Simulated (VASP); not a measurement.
# SiO2 (I-42d) in VASP: notebook

The runs below take SiO2 through single point, with PBE.

All numbers are computed with VASP 6.6.1; they aren't measurements. Logs are shortened: lines on timing, memory, paths and dates and some standing lists are left out, and cuts for length are marked.

## Step 1: The cell of the first run

The structure is tetragonal, space group I-42d (No. 122). The conventional cell has a = 4.924 Å, b = 4.924 Å, c = 7.228 Å, α = 90.00°, β = 90.00°, γ = 90.00°. Within 2.1 Å of Si (site symmetry -4) lie 4 O at 1.59 Å. Within 2.1 Å of O (site symmetry 2) lie 2 Si at 1.59 Å.

## Step 2: Single point, PBE (14.61 Å³/atom)

INCAR

```
ALGO = Normal
EDIFF = 1E-6
ENCUT = 520
GGA = PE
ISIF = 2
ISMEAR = 0
LASPH = T
LCHARG = T
LELF = T
LREAL = F
LVHAR = T
LWAVE = F
NBANDS = 25
NELM = 60
PREC = Accurate
SIGMA = 0.01
```

KPOINTS

```
k-points
0
Gamma
  6 6 6
```

POSCAR

```
SiO2
1.0
   -2.4620618784      2.4620618784      3.6140754285
    2.4620618784     -2.4620618784      3.6140754285
    2.4620618784      2.4620618784     -3.6140754285
Si O
2 4
Direct
    0.0000000000      0.0000000000      0.0000000000
    0.7500000000      0.2500000000      0.5000000000
    0.9670112386      0.6250000000      0.8420112386
    0.3750000000      0.2170112386      0.3420112386
    0.7829887614      0.1250000000      0.1579887614
    0.8750000000      0.0329887614      0.6579887614
```

Potentials or basis: VASP PAW PBE potentials, release 64 (Si, O).

The run is started by

```
$ cat potpaw_PBE.64/Si/POTCAR potpaw_PBE.64/O/POTCAR > POTCAR
$ mpirun -np 1 vasp_std > vasp.out
```

OUTCAR:

```text
EDIFF = 1E-6
   ENCUT = 520
   GGA = PE
   ISIF = 2
   ISMEAR = 0
   LASPH = T
   LREAL = F
   NELM = 60
   PREC = Accurate

 ion  position               nearest neighbor table
   1  0.000  0.000  0.000-   6 1.59   4 1.59   5 1.59   3 1.59   2 3.05   2 3.05   2 3.05   2 3.05

   2  0.750  0.250  0.500-   5 1.59   4 1.59   3 1.59   6 1.59   1 3.05   1 3.05   1 3.05   1 3.05

   3  0.967  0.625  0.842-   1 1.59   2 1.59
   4  0.375  0.217  0.342-   1 1.59   2 1.59
   5  0.783  0.125  0.158-   2 1.59   1 1.59
   6  0.875  0.033  0.658-   1 1.59   2 1.59

  LATTYP: Found a body centered tetragonal cell.
 ALAT       =     4.9241237568
 C/A-ratio  =     1.4679060101

  Lattice vectors:

 A1 = (  -2.4620618784,   2.4620618784,   3.6140754285)
 A2 = (   2.4620618784,  -2.4620618784,   3.6140754285)
 A3 = (   2.4620618784,   2.4620618784,  -3.6140754285)

Analysis of symmetry for initial positions (statically):
=====================================================================
 Subroutine PRICEL returns:
 Original cell was already a primitive cell.

 Routine SETGRP: Setting up the symmetry group for a
 body centered tetragonal supercell.

 Subroutine GETGRP returns: Found  8 space group operations
 (whereof  4 operations were pure point group operations)
 out of a pool of 16 trial point group operations.

The static configuration has the point symmetry S_4 .
 The point group associated with its full space group is D_2d.

Analysis of symmetry for dynamics (positions and initial velocities):
=====================================================================
 Subroutine PRICEL returns:
 Original cell was already a primitive cell.

 Routine SETGRP: Setting up the symmetry group for a
 body centered tetragonal supercell.

 Subroutine GETGRP returns: Found  8 space group operations
 (whereof  4 operations were pure point group operations)
 out of a pool of 16 trial point group operations.

The dynamic configuration has the point symmetry S_4 .
 The point group associated with its full space group is D_2d.

 Subroutine INISYM returns: Found  8 space group operations
 (whereof  4 operations are pure point group operations),
 and found     1 'primitive' translations

----------------------------------------------------------------------------------------

                                     Primitive cell

  volume of cell :      87.6305

  direct lattice vectors                    reciprocal lattice vectors
    -2.462061878  2.462061878  3.614075429     0.000000000  0.203081817  0.138347970
     2.462061878 -2.462061878  3.614075429     0.203081817  0.000000000  0.138347970
     2.462061878  2.462061878 -3.614075429     0.203081817  0.203081817  0.000000000

  length of vectors
     5.018469746  5.018469746  5.018469746     0.245728275  0.245728275  0.287201060

  position of ions in fractional coordinates (direct lattice)
     0.000000000  0.000000000  0.000000000
     0.750000000  0.250000000  0.500000000
     0.967011239  0.625000000  0.842011239
     0.375000000  0.217011239  0.342011239
     0.782988761  0.125000000  0.157988761
     0.875000000  0.032988761  0.657988761

  ion indices of the primitive-cell ions
   primitive index   ion index
                 1           1
                 2           2
                 3           3
                 4           4
                 5           5
                 6           6

----------------------------------------------------------------------------------------

 KPOINTS: k-points

Automatic generation of k-mesh.
 Grid dimensions read from file:
 generate k-points for:    6    6    6

 Generating k-lattice:

  Cartesian coordinates                     Fractional coordinates (reciprocal lattice)
     0.000000000  0.033846970  0.023057995     0.166666667  0.000000000  0.000000000
     0.033846970  0.000000000  0.023057995     0.000000000  0.166666667  0.000000000
     0.033846970  0.033846970  0.000000000     0.000000000  0.000000000  0.166666667

  Length of vectors
     0.040954713  0.040954713  0.047866843

  Shift w.r.t. Gamma in fractional coordinates (k-lattice)
     0.000000000  0.000000000  0.000000000

 Subroutine IBZKPT returns following result:
 ===========================================

 Found     30 irreducible k-points:

 Following reciprocal coordinates:
            Coordinates               Weight
  0.000000  0.000000  0.000000      1.000000
  0.166667  0.000000  0.000000      8.000000
  0.333333  0.000000  0.000000      8.000000
  0.500000  0.000000  0.000000      4.000000
  0.166667  0.166667 -0.000000      8.000000
  0.333333  0.166667  0.000000     16.000000
[... 16 lines left out ...]
 -0.333333 -0.333333  0.166667      8.000000
 -0.166667 -0.333333  0.166667      8.000000
 [... further k-points ...]
   k-points           NKPTS =     30   k-points in BZ     NKDIM =     30   number of bands    NBANDS=     25
   number of dos      NEDOS =    301   number of ions     NIONS =      6
   total plane-waves  NPLWV =  64000
   dimension x,y,z NGX =    40 NGY =   40 NGZ =   40
   dimension x,y,z NGXF=    80 NGYF=   80 NGZF=   80
   ions per type =               2   4
   NGX,Y,Z   is equivalent  to a cutoff of  13.25, 13.25, 13.25 a.u.
   NGXF,Y,Z  is equivalent  to a cutoff of  26.50, 26.50, 26.50 a.u.
 SYSTEM =  unknown system
   PREC   = accura    normal or accurate (medium, high low for compatibility)
   ISTART =      0    job   : 0-new  1-cont  2-samecut
   ICHARG =      2    charge: 1-file 2-atom 10-const
   ISPIN  =      1    spin polarized calculation?
   LNONCOLLINEAR =      F non collinear calculations
   LSORBIT =      F    spin-orbit coupling
   LASPH  =      T    aspherical Exc in radial PAW
   ENCUT  =  520.0 eV  38.22 Ry    6.18 a.u.   9.33  9.33  9.33*2*pi/ulx,y,z
   NELM   =     60;   NELMIN=  2; NELMDL= -5     # of ELM steps
   EDIFF  = 0.1E-05   stopping-criterion for ELM
   LREAL  =      F    real-space projection
[... 7 lines left out ...]
   TEBEG  =    0.0;   TEEND  =   0.0 temperature during run
   PSTRESS=    0.0 pullay stress
   NELECT =      32.0000    total number of electrons
   NUPDOWN=      -1.0000    fix difference up-down
   EMIN   =  10.00;   EMAX   =-10.00  energy-range for DOS
   EFERMI =   0.00;   METHOD = LEGACY
   ISMEAR =     0;   SIGMA  =   0.01  broadening in eV -4-tet -1-fermi 0-gaus
   EFERMI_NEDOS =   21; number of points for ismear=-14 and -15
   IALGO  =     38    algorithm
   IMIX   =      4    mixing-type and parameters
     AMIX     =   0.40;   BMIX     =  1.00
     AMIX_MAG =   1.60;   BMIX_MAG =  1.00
  volume/ion in A,a.u.               =      14.61        98.56
  Fermi-wavevector in a.u.,A,eV,Ry     =   1.170145  2.211254 18.629640  1.369240
  Thomas-Fermi vector in A             =   2.306608
   LORBIT       =      0    0 simple, 1 ext, 2 COOP (PROOUT), +10 PAW based schemes
   GGA     = PE    functional components
   LHFCALC =     F    Hartree Fock is set to
   AEXX    =    0.0000 exact exchange contribution
   IVDW    =     0    specifies the selected vdW correction
   LEPSILON=     F    determine dielectric tensor
   LRPA    =     F    only Hartree local field effects (RPA)
 non-spin polarized calculation
 Gauss-broadening in eV      SIGMA  =   0.01
  energy-cutoff  :      520.00
  volume of cell :       87.63
 maximum number of plane-waves:      2371
 NGX is ok and might be reduce to    40
   NGX = 19   NGY = 19   NGZ = 19

 number of electron      32.0000003 magnetization

 Free energy of the ion-electron system (eV)
  ---------------------------------------------------
  ext. energy  EPLUGINS =         0.00000000
  ---------------------------------------------------
  free energy    TOTEN  =       -47.30380351 eV

  energy without entropy =      -47.30380351  energy(sigma->0) =      -47.30380351

 E-fermi :  -0.1431     XC(G=0):  -8.2399

 val. band max:       -0.2457711417   @ k =   0.0000   0.0000   0.0000
 cond. band min:       5.8215692023   @ k =   0.0000   0.0000   0.0000
 fundamental gap:      6.0673403440
 Fermi energy:        -0.1430989099

 k-point     1 :       0.0000    0.0000    0.0000
  band No.  band energies     occupation
      1     -19.6667      2.00000
      2     -17.4975      2.00000
      3     -17.4975      2.00000
      4     -17.4381      2.00000
      5      -9.6390      2.00000
      6      -5.9082      2.00000
[... 17 lines left out ...]
     24      12.8628      0.00000
     25      13.6099      0.00000

 k-point     2 :       0.1667    0.0000    0.0000
  band No.  band energies     occupation
      1     -19.5811      2.00000
      2     -17.6318      2.00000
      3     -17.5026      2.00000
      4     -17.4590      2.00000
      5      -9.4163      2.00000
      6      -5.9694      2.00000
[... 17 lines left out ...]
     24      12.9444      0.00000
     25      13.5042      0.00000

 k-point     3 :       0.3333    0.0000    0.0000
  band No.  band energies     occupation
      1     -19.3644      2.00000
      2     -17.9693      2.00000
      3     -17.5114      2.00000
      4     -17.4727      2.00000
      5      -8.9127      2.00000
      6      -6.1930      2.00000
[... 17 lines left out ...]
     24      12.8563      0.00000
     25      13.6979      0.00000

 k-point     4 :       0.5000    0.0000    0.0000
  band No.  band energies     occupation
      1     -19.2096      2.00000
      2     -18.1826      2.00000
      3     -17.5151      2.00000
      4     -17.4791      2.00000
      5      -8.6096      2.00000
      6      -6.3591      2.00000
[... 17 lines left out ...]
     24      13.4348      0.00000
     25      13.4483      0.00000
[... 477 lines left out ...]
 k-point    22 :      -0.1667    0.5000    0.1667
  band No.  band energies     occupation
      1     -19.1479      2.00000
      2     -18.2457      2.00000
      3     -17.5210      2.00000
      4     -17.4996      2.00000
      5      -8.4298      2.00000
      6      -6.5338      2.00000
[... 17 lines left out ...]
     24      13.4864      0.00000
     25      13.6245      0.00000

 k-point    23 :      -0.3333   -0.3333    0.1667
  band No.  band energies     occupation
      1     -19.1514      2.00000
      2     -18.2300      2.00000
      3     -17.5268      2.00000
      4     -17.5096      2.00000
      5      -8.3866      2.00000
      6      -6.6015      2.00000
[... 17 lines left out ...]
     24      13.2664      0.00000
     25      13.8242      0.00000

 k-point    24 :      -0.1667   -0.3333    0.1667
  band No.  band energies     occupation
      1     -19.3660      2.00000
      2     -17.9406      2.00000
      3     -17.5155      2.00000
      4     -17.5028      2.00000
      5      -8.8689      2.00000
      6      -6.1887      2.00000
[... 17 lines left out ...]
     24      13.0588      0.00000
     25      13.6394      0.00000

 [... further k-points ...]

------------------------ aborting loop because EDIFF is reached ----------------------------------------

  FORCE on cell =-STRESS in cart. coord.  units (eV):
  Direction    XX          YY          ZZ          XY          YZ          ZX
  --------------------------------------------------------------------------------------
  -------------------------------------------------------------------------------------
  Total        5.9687952      5.9687952      5.8994226      0.0000000     -0.0000000      0.0000000
  in kB      109.1294915    109.1294915    107.8611289      0.0000000     -0.0000000      0.0000000
  external PRESSURE =     108.7067040 kB  Pullay stress =       0.0000000 kB

 VOLUME and BASIS-vectors are now :
 -----------------------------------------------------------------------------
  energy-cutoff  :      520.00
  volume of cell :       87.63
      direct lattice vectors                 reciprocal lattice vectors
    -2.462061878  2.462061878  3.614075429     0.000000000  0.203081817  0.138347970
     2.462061878 -2.462061878  3.614075429     0.203081817  0.000000000  0.138347970
     2.462061878  2.462061878 -3.614075429     0.203081817  0.203081817  0.000000000

 POSITION                                       TOTAL-FORCE (eV/Angst)
 -----------------------------------------------------------------------------------
      0.00000      0.00000      0.00000         0.000000      0.000000     -0.000000
      0.00000      2.46206      1.80704         0.000000      0.000000      0.000000
      1.23103      2.91514      2.71056         0.000000      0.667614      0.000000
      0.45307      1.23103      0.90352         0.667614      0.000000      0.000000
     -1.23103      2.00899      2.71056         0.000000     -0.667614      0.000000
     -0.45307      3.69309      0.90352        -0.667614      0.000000      0.000000
 -----------------------------------------------------------------------------------
    total drift:                               -0.000000     -0.000000     -0.000001

  FREE ENERGIE OF THE ION-ELECTRON SYSTEM (eV)
  ---------------------------------------------------
  free  energy   TOTEN  =       -47.3038035109 eV

  energy  without entropy=      -47.3038035109  energy(sigma->0) =      -47.30380351
```

Wall time 2.2 min (1 thread of AMD EPYC 7R13, shared host); peak memory 0.21 GiB.

Results:

| Item | Value |
| --- | --- |
| Free energy | -47.3038 eV |
| Pressure | 10.9 GPa |
| Largest force | 0.668 eV/Å |
| Band gap on the k mesh | 6.07 eV |

Forces on the atoms (eV/Å):
```
Si   0.000  0.000  0.000
Si   0.000  0.000  0.000
O    0.000  0.668  0.000
O    0.668  0.000  0.000
O    0.000 -0.668  0.000
O   -0.668  0.000  0.000
```

Stress tensor (GPa, compression positive):
```
10.91  0.00  0.00
 0.00 10.91  0.00
 0.00  0.00 10.79
```

Levels at points of the mesh, in eV from the valence-band top:
```csv
k point,band 14,band 15,band 16,band 17,band 18,band 19
"(0.00, 0.00, 0.00)",-0.62,0.00,0.00,6.07,9.00,10.78
"(0.50, 0.00, 0.00)",-0.83,-0.56,-0.13,8.52,9.03,9.79
"(0.50, 0.50, 0.00)",-1.07,-0.37,-0.37,9.27,9.27,10.57
"(0.50, 0.50, 0.50)",-1.52,-0.37,-0.37,9.06,9.06,10.59
```

Caveat: the cell stands under pressure. A k mesh can miss the band edges.

(Part 1 of 2 ends here.)
